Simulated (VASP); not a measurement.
PbS (rocksalt type), 2 atoms in the cell. It takes space group Fm-3m (No. 225, cubic). Conventional cell: a = 5.385 Å, b = 5.385 Å, c = 5.385 Å, α = 90.00°, β = 90.00°, γ = 90.00°. Pb (site symmetry m-3m) has 6 S at 2.69 Å within 3.6 Å. S (site symmetry m-3m) has 6 Pb at 2.69 Å within 3.6 Å.  This cell differs from its parent crystal: volume scaled by 0.72.

- Program: VASP 6.6.1
- Task: single point
- Functional: PBE
- Potentials or basis: VASP PAW PBE potentials, release 64 (Pb_d, S)
- Cutoff: 520 eV
- k mesh: 14 × 14 × 14
- Occupations: fermi-dirac, width 0.1 eV
- Spin: no spin polarisation
- Dipole correction: no
- Further INCAR settings: ALGO = Normal; EDIFF = 1e-06; NBANDS = 17

Potentials or basis: VASP PAW PBE potentials, release 64 (Pb_d, S).

Command:

```sh
$ cat potpaw_PBE.64/Pb_d/POTCAR potpaw_PBE.64/S/POTCAR > POTCAR
$ mpirun -np 1 vasp_std > vasp.out
```

Hardware: 1 thread of Intel(R) Xeon(R) 6975P-C (Granite Rapids) (shared host).

Task: How long does it take, and how much memory?

Result: Wall time 26 s on 1 thread of Intel(R) Xeon(R) 6975P-C (Granite Rapids), on a shared host, peak memory 0.2 GiB. Counts: scf iterations 12, k points 104.
